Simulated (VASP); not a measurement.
**ZnS: single point with PBEsol**

ZnS:

```
Zn S
1.0
     0.00000    2.59392    2.70200
     2.59392    0.00000    2.70200
     2.59392    2.59392    0.00000
Zn S
1 1
Direct
  0.75000 0.75000 0.75000
  0.00000 0.00000 0.00000
```

```
Program                : VASP 6.6.1
Task                   : single point
Functional             : PBEsol
Potentials or basis    : VASP PAW PBE potentials, release 64 (Zn, S)
Cutoff                 : 500 eV
k mesh                 : 7 × 7 × 7
Occupations            : fermi-dirac, width 0.05 eV
Spin                   : no spin polarisation
Dipole correction      : no
Further INCAR settings : ALGO = Normal; EDIFF = 1e-06; NBANDS = 16
```

| Item | Value |
| --- | --- |
| Pressure | 5.1 GPa |
| Band gap on the k mesh | 2.28 eV |

Stress tensor (GPa, compression positive):
```
5.66 0.00 0.00
0.00 5.66 0.00
0.00 0.00 3.90
```

Levels at points of the mesh, in eV from the valence-band top:
| k point | band 7 | band 8 | band 9 | band 10 | band 11 | band 12 |
| --- | --- | --- | --- | --- | --- | --- |
| (0.00, 0.00, 0.00) | -0.17 | 0.00 | 0.00 | 2.28 | 6.18 | 6.20 |

Run time: 39 s on 1 thread of AMD EPYC 7R13, on a shared host, peak memory 0.13 GiB.

Caveat: the cell stands under pressure; the PAW data sets were made with another functional, which shifts forces and pressure a little. As with any semilocal functional, this PBEsol gap is likely too small.
